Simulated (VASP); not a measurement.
# B (P4_322) in VASP: a series of runs

Runs on B. Level: PBE. Tasks: relaxation of cell and atoms.

Everything below comes from runs of VASP 6.6.1. Logs are shortened: lines on timing, memory, paths and dates and some standing lists are left out, and cuts for length are marked.

## (1) The cell of the first run

Symmetry: P4_322, No. 95, tetragonal system. The conventional cell has a = 5.356 Å, b = 5.356 Å, c = 3.971 Å, α = 90.00°, β = 90.00°, γ = 90.00°. B (site symmetry 1) has 3 B at 1.61 to 1.62 Å within 2.1 Å. B (site symmetry 2) has 4 B at 1.61 Å within 2.1 Å.

The cell was built from a structure type or drawn by symmetry, and may not be a known phase.

## (2) Relaxation of cell and atoms, PBE

INCAR reads:

```
SYSTEM = B
ALGO     = Normal         ! electronic algorithm
EDIFF    = 1E-7           ! SCF threshold, eV
EDIFFG   = -0.04          ! ionic threshold
ENCUT    = 600            ! plane-wave cutoff, eV
GGA      = PE             ! functional
IBRION   = 2              ! ionic algorithm
ISIF     = 3              ! what is computed and relaxed
ISMEAR   = 0              ! smearing method
LASPH    = .TRUE.         ! aspherical terms in the spheres
LCHARG   = .FALSE.        ! write CHGCAR
LREAL    = .FALSE.        ! projectors in reciprocal space
LWAVE    = .FALSE.        ! write WAVECAR
NELM     = 100            ! most SCF steps
NSW      = 90             ! ionic steps
PREC     = Accurate       ! precision mode
SIGMA    = 0.1            ! smearing width, eV
```

KPOINTS reads:

```
k-points
0
G
  4 4 4
  0 0 0
```

POSCAR reads:

```
B
1.0
    5.3564514400      0.0000000000      0.0000000000
    0.0000000000      5.3564514400      0.0000000000
    0.0000000000      0.0000000000      3.9713836000
B
12
Direct
    0.1308502600      0.3985815800      0.9007848200
    0.8691497400      0.6014184200      0.4007848200
    0.6014184200      0.1308502600      0.6507848200
    0.3985815800      0.8691497400      0.1507848200
    0.8691497400      0.3985815800      0.0992151800
    0.1308502600      0.6014184200      0.5992151800
    0.3985815800      0.1308502600      0.3492151800
    0.6014184200      0.8691497400      0.8492151800
    0.6181729100      0.6181729100      0.6250000000
    0.3818270900      0.3818270900      0.1250000000
    0.3818270900      0.6181729100      0.3750000000
    0.6181729100      0.3818270900      0.8750000000
```

Potentials or basis: VASP PAW PBE potentials, release 64 (B).

Command:

```sh
$ cat potpaw_PBE.64/B/POTCAR > POTCAR
$ mpirun -np 1 vasp_std > vasp.out
```

OUTCAR:

```text
SYSTEM = B
   EDIFF = 1E-7
   EDIFFG = -0.04
   ENCUT = 600
   GGA = PE
   IBRION = 2
   ISIF = 3
   ISMEAR = 0
   LASPH = .TRUE.
   LREAL = .FALSE.
   NELM = 100
   NSW = 90
   PREC = Accurate

 ion  position               nearest neighbor table
   1  0.131  0.399  0.901-   5 1.61  10 1.61   6 1.62
   2  0.869  0.601  0.401-   6 1.61   9 1.61   5 1.62
   3  0.601  0.131  0.651-   8 1.61  12 1.61   7 1.62
   4  0.399  0.869  0.151-   7 1.61  11 1.61   8 1.62
   5  0.869  0.399  0.099-   1 1.61  12 1.61   2 1.62
   6  0.131  0.601  0.599-   2 1.61  11 1.61   1 1.62
   7  0.399  0.131  0.349-   4 1.61  10 1.61   3 1.62
   8  0.601  0.869  0.849-   3 1.61   9 1.61   4 1.62
   9  0.618  0.618  0.625-  11 1.61  12 1.61   2 1.61   8 1.61
  10  0.382  0.382  0.125-  11 1.61  12 1.61   1 1.61   7 1.61
  11  0.382  0.618  0.375-   9 1.61  10 1.61   4 1.61   6 1.61
  12  0.618  0.382  0.875-   9 1.61  10 1.61   3 1.61   5 1.61

  LATTYP: Found a simple tetragonal cell.
 ALAT       =     5.3564514400
 C/A-ratio  =     0.7414206298

  Lattice vectors:

 A1 = (   5.3564514400,   0.0000000000,   0.0000000000)
 A2 = (   0.0000000000,   5.3564514400,   0.0000000000)
 A3 = (   0.0000000000,   0.0000000000,   3.9713836000)

Analysis of symmetry for initial positions (statically):
=====================================================================
 Subroutine PRICEL returns:
 Original cell was already a primitive cell.

 Routine SETGRP: Setting up the symmetry group for a
 simple tetragonal supercell.

 Subroutine GETGRP returns: Found  8 space group operations
 (whereof  2 operations were pure point group operations)
 out of a pool of 16 trial point group operations.

The static configuration has the point symmetry C_2 .
 The point group associated with its full space group is D_4 .

Analysis of symmetry for dynamics (positions and initial velocities):
=====================================================================
 Subroutine PRICEL returns:
 Original cell was already a primitive cell.

 Routine SETGRP: Setting up the symmetry group for a
 simple tetragonal supercell.

 Subroutine GETGRP returns: Found  8 space group operations
 (whereof  2 operations were pure point group operations)
 out of a pool of 16 trial point group operations.

The dynamic configuration has the point symmetry C_2 .
 The point group associated with its full space group is D_4 .

 Subroutine INISYM returns: Found  8 space group operations
 (whereof  2 operations are pure point group operations),
 and found     1 'primitive' translations

----------------------------------------------------------------------------------------

                                     Primitive cell

  volume of cell :     113.9452

  direct lattice vectors                    reciprocal lattice vectors
     5.356451440  0.000000000  0.000000000     0.186690762  0.000000000  0.000000000
     0.000000000  5.356451440  0.000000000     0.000000000  0.186690762  0.000000000
     0.000000000  0.000000000  3.971383600     0.000000000  0.000000000  0.251801412

  length of vectors
     5.356451440  5.356451440  3.971383600     0.186690762  0.186690762  0.251801412

  position of ions in fractional coordinates (direct lattice)
     0.130850260  0.398581580  0.900784820
     0.869149740  0.601418420  0.400784820
     0.601418420  0.130850260  0.650784820
     0.398581580  0.869149740  0.150784820
     0.869149740  0.398581580  0.099215180
     0.130850260  0.601418420  0.599215180
     0.398581580  0.130850260  0.349215180
     0.601418420  0.869149740  0.849215180
     0.618172910  0.618172910  0.625000000
     0.381827090  0.381827090  0.125000000
     0.381827090  0.618172910  0.375000000
     0.618172910  0.381827090  0.875000000

  ion indices of the primitive-cell ions
   primitive index   ion index
                 1           1
                 2           2
                 3           3
                 4           4
                 5           5
                 6           6
                 7           7
                 8           8
                 9           9
                10          10
                11          11
                12          12

----------------------------------------------------------------------------------------

 KPOINTS: k-points

Automatic generation of k-mesh.
 Grid dimensions read from file:
 generate k-points for:    4    4    4

 Generating k-lattice:

  Cartesian coordinates                     Fractional coordinates (reciprocal lattice)
     0.046672690  0.000000000  0.000000000     0.250000000  0.000000000  0.000000000
     0.000000000  0.046672690  0.000000000     0.000000000  0.250000000  0.000000000
     0.000000000  0.000000000  0.062950353     0.000000000  0.000000000  0.250000000

  Length of vectors
     0.046672690  0.046672690  0.062950353

  Shift w.r.t. Gamma in fractional coordinates (k-lattice)
     0.000000000  0.000000000  0.000000000

[... 39 lines left out ...]
   NFREE  =      1    steps in history (QN), initial steepest desc. (CG)
   ISIF   =      3    stress and relaxation
   ISYM   =      2    0-nonsym 1-usesym 2-fastsym
   POTIM  = 0.5000    time-step for ionic-motion
   TEBEG  =    0.0;   TEEND  =   0.0 temperature during run
   PSTRESS=    0.0 pullay stress
   NELECT =      36.0000    total number of electrons
   NUPDOWN=      -1.0000    fix difference up-down
   EMIN   =  10.00;   EMAX   =-10.00  energy-range for DOS
   EFERMI =   0.00;   METHOD = LEGACY
   ISMEAR =     0;   SIGMA  =   0.10  broadening in eV -4-tet -1-fermi 0-gaus
   EFERMI_NEDOS =   21; number of points for ismear=-14 and -15
   IALGO  =     38    algorithm
   IMIX   =      4    mixing-type and parameters
     AMIX     =   0.40;   BMIX     =  1.00
     AMIX_MAG =   1.60;   BMIX_MAG =  1.00
  volume/ion in A,a.u.               =       9.50        64.08
  Fermi-wavevector in a.u.,A,eV,Ry     =   1.115005  2.107055 16.915264  1.243237
  Thomas-Fermi vector in A             =   2.251606
   LORBIT       =      0    0 simple, 1 ext, 2 COOP (PROOUT), +10 PAW based schemes
   GGA     = PE    functional components
   LHFCALC =     F    Hartree Fock is set to
   AEXX    =    0.0000 exact exchange contribution
   IVDW    =     0    specifies the selected vdW correction
   LEPSILON=     F    determine dielectric tensor
   LRPA    =     F    only Hartree local field effects (RPA)
 conjugate gradient relaxation of ions
 non-spin polarized calculation
 Gauss-broadening in eV      SIGMA  =   0.10
  energy-cutoff  :      600.00
  volume of cell :      113.95
 maximum number of plane-waves:      3820
 NGX is ok and might be reduce to    48
   NGX = 21   NGY = 21   NGZ = 15

--------------------------------------- Ionic step        1  -------------------------------------------

 number of electron      36.0000000 magnetization

 Free energy of the ion-electron system (eV)
  ---------------------------------------------------
  ext. energy  EPLUGINS =         0.00000000
  ---------------------------------------------------
  free energy    TOTEN  =       -64.48328637 eV

  energy without entropy =      -64.45892771  energy(sigma->0) =      -64.47110704

 E-fermi :   2.7685     XC(G=0): -10.0691

 val. band max:        2.7400422453   @ k =   0.0000   0.0000   0.2500
 cond. band min:       2.7937851173   @ k =   0.5000   0.0000   0.0000
 fundamental gap:      0.0537428720
 Fermi energy:         2.7685277277

 k-point     1 :       0.0000    0.0000    0.0000
  band No.  band energies     occupation
      1     -10.3466      2.00000
      2      -7.0547      2.00000
      3      -6.1074      2.00000
      4      -6.1074      2.00000
      5      -5.1546      2.00000
      6      -3.2670      2.00000
[... 624 lines left out ...]
  FREE ENERGIE OF THE ION-ELECTRON SYSTEM (eV)
  ---------------------------------------------------
  free  energy   TOTEN  =       -66.4567950514 eV

  energy  without entropy=      -66.4348189128  energy(sigma->0) =      -66.44580698

 E-fermi :   2.2057     XC(G=0):  -9.2847

 val. band max:        2.1186717262   @ k =   0.5000   0.0000   0.2500
 cond. band min:       2.2164063765   @ k =   0.2500   0.0000   0.2500
 fundamental gap:      0.0977346503
 Fermi energy:         2.2057131675

 k-point     1 :       0.0000    0.0000    0.0000
  band No.  band energies     occupation
      1     -10.9304      2.00000
      2      -9.1241      2.00000
      3      -7.7319      2.00000
      4      -7.7319      2.00000
      5      -7.0275      2.00000
      6      -3.5271      2.00000
[... 493 lines left out ...]
     24       4.9772      0.00000
     25       8.1325      0.00000

[... ionic steps 4 to 29 ...]

--------------------------------------- Ionic step       30  -------------------------------------------

 number of electron      35.9999999 magnetization

------------------------ aborting loop because EDIFF is reached ----------------------------------------

  FORCE on cell =-STRESS in cart. coord.  units (eV):
  Direction    XX          YY          ZZ          XY          YZ          ZX
  --------------------------------------------------------------------------------------
  -------------------------------------------------------------------------------------
  Total        0.7129477      0.7129477      0.2413572      0.0000000      0.0000000     -0.0000000
  in kB        8.5712996      8.5712996      2.9016781      0.0000000      0.0000000     -0.0000000
  external PRESSURE =       6.6814258 kB  Pullay stress =       0.0000000 kB
[... 77 lines left out ...]
  energy  without entropy=      -69.2946775281  energy(sigma->0) =      -69.30204585

--------------------------------------- Ionic step       32  -------------------------------------------

 number of electron      35.9999999 magnetization

 Free energy of the ion-electron system (eV)
  ---------------------------------------------------
  ext. energy  EPLUGINS =         0.00000000
  ---------------------------------------------------
  free energy    TOTEN  =       -69.30992990 eV

  energy without entropy =      -69.29521555  energy(sigma->0) =      -69.30257273

 E-fermi :   2.1532     XC(G=0):  -9.2618

 val. band max:        2.0784895549   @ k =   0.5000   0.0000   0.2500
 cond. band min:       2.1711863992   @ k =   0.2500   0.0000   0.2500
 fundamental gap:      0.0926968443
 Fermi energy:         2.1532258201

 k-point     1 :       0.0000    0.0000    0.0000
  band No.  band energies     occupation
      1     -10.9108      2.00000
      2      -9.1072      2.00000
      3      -7.7220      2.00000
      4      -7.7220      2.00000
      5      -7.0210      2.00000
      6      -3.5515      2.00000
[... 532 lines left out ...]
  FREE ENERGIE OF THE ION-ELECTRON SYSTEM (eV)
  ---------------------------------------------------
  free  energy   TOTEN  =       -69.3099299022 eV

  energy  without entropy=      -69.2952155547  energy(sigma->0) =      -69.30257273

 reached required accuracy - stopping structural energy minimisation
```

It took 20 min on 1 thread of Intel Xeon Platinum 8488C (Sapphire Rapids), shared host; peak memory 0.27 GiB.

What came out:

```yaml
Free_energy: -69.3099 eV
Relaxed_volume: 11.15 Å³/atom
Relaxed_cell: a = 6.230 Å, b = 6.230 Å, c = 3.447 Å, α = 90.00°, β = 90.00°, γ = 90.00°
Space_group_after_relaxing_to_0.1_Å: P4_322 (No. 95)
Energy_gained_by_relaxing: 402.2 meV/atom
Ionic_steps: 32
Pressure_after_relaxing: 0.1 GPa
Largest_force_after_relaxing: 0.039 eV/Å
Band_gap_on_the_k_mesh: zero (bands 18 and 19 overlap by 1.83 eV)
```

Forces on the atoms (eV/Å):
```
B   -0.010 -0.001  0.001
B    0.010  0.001  0.001
B    0.001 -0.010  0.001
B   -0.001  0.010  0.001
B    0.010 -0.001 -0.001
B   -0.010  0.001 -0.001
B   -0.001 -0.010 -0.001
B    0.001  0.010 -0.001
B    0.028  0.028  0.000
B   -0.028 -0.028  0.000
B   -0.028  0.028  0.000
B    0.028 -0.028  0.000
```

The path:
| step | energy change (eV) | largest force (eV/Å) | pressure (GPa) | volume (Å³) |
| --- | --- | --- | --- | --- |
| 1 | 0.0000 | 1.3812 | 28.78 | 113.95 |
| 2 | -1.8404 | 1.4618 | -6.38 | 144.45 |
| 3 | -1.9735 | 1.1973 | -0.81 | 136.97 |
| 4 | -2.6174 | 0.9360 | -0.53 | 140.15 |
| 5 | -3.1685 | 1.1425 | -0.64 | 144.69 |
| 6 | -2.8416 | 2.6806 | -2.70 | 153.55 |
| 7 | -3.2468 | 1.7078 | -0.88 | 147.69 |
| 8 | -3.6302 | 1.1549 | -1.79 | 149.26 |
| 9 | -3.8576 | 0.8034 | -3.46 | 151.99 |
| 10 | -3.8643 | 0.7422 | -3.19 | 151.57 |
| 11 | -3.9860 | 0.7858 | -1.79 | 148.81 |
| 12 | -4.1878 | 0.9233 | 3.04 | 140.71 |
| 13 | -4.2904 | 0.7773 | 2.51 | 140.37 |
| 14 | -4.4619 | 0.2672 | 1.21 | 139.33 |
| 15 | -4.4688 | 0.3457 | 0.91 | 139.04 |
| 16 | -4.4917 | 0.2948 | 0.23 | 139.58 |
| 17 | -4.5290 | 0.3762 | -1.69 | 141.18 |
| 18 | -4.5474 | 0.3503 | -1.80 | 141.08 |
| 19 | -4.5982 | 0.2851 | -2.12 | 140.76 |
| 20 | -4.6706 | 0.2650 | -2.84 | 140.10 |
| 21 | -4.6761 | 0.5263 | -4.48 | 138.68 |
| 22 | -4.7053 | 0.3763 | -3.55 | 139.52 |
| 23 | -4.7493 | 0.2762 | -2.71 | 138.03 |
| 24 | -4.7785 | 0.2307 | -1.51 | 136.07 |
| 25 | -4.7808 | 0.2623 | -1.07 | 135.39 |
| 26 | -4.7919 | 0.2133 | -0.60 | 134.86 |
| 27 | -4.7997 | 0.2859 | 0.28 | 133.91 |
| 28 | -4.8080 | 0.2187 | 0.51 | 133.63 |
| 29 | -4.8186 | 0.1046 | 1.27 | 132.80 |
| 30 | -4.8245 | 0.0406 | 0.67 | 133.27 |
| 31 | -4.8261 | 0.0727 | 0.16 | 133.67 |
| 32 | -4.8266 | 0.0390 | 0.09 | 133.79 |

Final structure:
```
B
1.0
     6.23045    0.00000    0.00000
     0.00000    6.23045    0.00000
     0.00000    0.00000    3.44654
B
12
Direct
  0.12788 0.41116 0.97554
  0.87212 0.58884 0.47554
  0.58884 0.12788 0.72554
  0.41116 0.87212 0.22554
  0.87212 0.41116 0.02446
  0.12788 0.58884 0.52446
  0.41116 0.12788 0.27446
  0.58884 0.87212 0.77446
  0.62374 0.62374 0.62500
  0.37626 0.37626 0.12500
  0.37626 0.62374 0.37500
  0.62374 0.37626 0.87500
```

Caveat: the k points lie up to 0.46 Å⁻¹ apart in the final cell, too coarse for converged energies and pressures of a metal; the volume moved by over 15 % at a fixed basis, so the end points are rough.

## (3) Relaxation of cell and atoms, PBE

This run uses another cell than the first one, of 11.16 Å³/atom.

INCAR reads:

```
  PREC = Accurate
  ENCUT = 600
  EDIFF = 1E-6
  ISMEAR = 0
  SIGMA = 0.1
  LREAL = F
  LASPH = T
  NELM = 80
  ALGO = Normal
  ISIF = 3
  LWAVE = F
  LCHARG = F
  GGA = PE
  IBRION = 2
  NSW = 90
  EDIFFG = -0.04
```

KPOINTS reads:

```
Automatic mesh
0
Gamma
  4 4 6
```

POSCAR reads:

```
B
1.0
    6.2280482563      0.0000000000      0.0000000000
    0.0000000000      6.2280482563      0.0000000000
    0.0000000000      0.0000000000      3.4514824218
B
12
Direct
    0.1278006344      0.4109216770      0.9761624174
    0.8721993656      0.5890783230      0.4761624174
    0.5890783230      0.1278006344      0.7261624174
    0.4109216770      0.8721993656      0.2261624174
    0.8721993656      0.4109216770      0.0238375826
    0.1278006344      0.5890783230      0.5238375826
    0.4109216770      0.1278006344      0.2738375826
    0.5890783230      0.8721993656      0.7738375826
    0.6237906352      0.6237906352      0.6250000000
    0.3762093648      0.3762093648      0.1250000000
    0.3762093648      0.6237906352      0.3750000000
    0.6237906352      0.3762093648      0.8750000000
```

Potentials or basis: VASP PAW PBE potentials, release 64 (B).

Command:

```sh
$ cat potpaw_PBE.64/B/POTCAR > POTCAR
$ mpirun -np 1 vasp_std > vasp.out
```

Wall time 3.8 min (1 thread of Intel Xeon Platinum 8488C (Sapphire Rapids), shared host); peak memory 0.28 GiB.

Results (log left out):

```
Free energy                           : -69.2708 eV
Relaxed volume                        : 11.19 Å³/atom
Relaxed cell                          : a = 6.243 Å, b = 6.243 Å, c = 3.445 Å, α = 90.00°, β = 90.00°, γ = 90.00°
Space group after relaxing (to 0.1 Å) : P4_322 (No. 95)
Energy gained by relaxing             : 0.3 meV/atom
Ionic steps                           : 5
Pressure after relaxing               : -0.2 GPa
Largest force after relaxing          : 0.031 eV/Å
Band gap on the k mesh                : zero (bands 18 and 19 overlap by 1.85 eV)
```

Forces on the atoms (eV/Å):
```
B    0.019 -0.021  0.011
B   -0.019  0.021  0.011
B    0.021  0.019  0.011
B   -0.021 -0.019  0.011
B   -0.019 -0.021 -0.011
B    0.019  0.021 -0.011
B   -0.021  0.019 -0.011
B    0.021 -0.019 -0.011
B   -0.013 -0.013  0.000
B    0.013  0.013  0.000
B    0.013 -0.013  0.000
B   -0.013  0.013  0.000
```

Stress tensor (GPa, compression positive):
```
-0.08  0.00  0.00
 0.00 -0.08  0.00
 0.00  0.00 -0.42
```

Step by step:
| step | energy change (eV) | largest force (eV/Å) | pressure (GPa) | volume (Å³) |
| --- | --- | --- | --- | --- |
| 1 | 0.0000 | 0.1219 | 0.29 | 133.88 |
| 2 | -0.0024 | 0.1003 | -0.15 | 134.27 |
| 3 | -0.0025 | 0.0908 | -0.11 | 134.23 |
| 4 | -0.0035 | 0.0664 | -0.23 | 134.32 |
| 5 | -0.0036 | 0.0306 | -0.19 | 134.30 |

Final structure:
```
B
1.0
     6.24332    0.00000    0.00000
     0.00000    6.24332    0.00000
     0.00000    0.00000    3.44533
B
12
Direct
  0.12742 0.41052 0.97691
  0.87258 0.58948 0.47691
  0.58948 0.12742 0.72691
  0.41052 0.87258 0.22691
  0.87258 0.41052 0.02309
  0.12742 0.58948 0.52309
  0.41052 0.12742 0.27309
  0.58948 0.87258 0.77309
  0.62463 0.62463 0.62500
  0.37537 0.37537 0.12500
  0.37537 0.62463 0.37500
  0.62463 0.37537 0.87500
```

Levels at points of the mesh, in eV from the Fermi level:
| k point | band 14 | band 15 | band 16 | band 17 | band 18 | band 19 | band 20 | band 21 | band 22 | band 23 |
| --- | --- | --- | --- | --- | --- | --- | --- | --- | --- | --- |
| (0.00, 0.00, 0.00) | -1.14 | -1.14 | -0.61 | -0.61 | -0.60 | -0.33 | 1.37 | 1.96 | 1.96 | 2.04 |
| (0.50, 0.00, 0.00) | -1.83 | -1.22 | -0.94 | -0.64 | -0.06 | 0.72 | 1.04 | 1.42 | 1.94 | 3.04 |
| (0.50, 0.50, 0.00) | -2.28 | -1.65 | -1.65 | -0.81 | 1.04 | 1.04 | 1.08 | 1.80 | 2.75 | 3.06 |
| (0.00, 0.00, 0.50) | -2.44 | -2.04 | -2.04 | -1.00 | -1.00 | -0.82 | -0.82 | 3.39 | 3.39 | 3.70 |
| (0.50, 0.00, 0.50) | -3.14 | -1.90 | -1.90 | -1.27 | -1.27 | 1.04 | 1.04 | 1.51 | 1.51 | 3.95 |
| (0.50, 0.50, 0.50) | -3.43 | -2.86 | -2.86 | -0.74 | -0.74 | 1.48 | 1.48 | 1.55 | 1.55 | 2.86 |
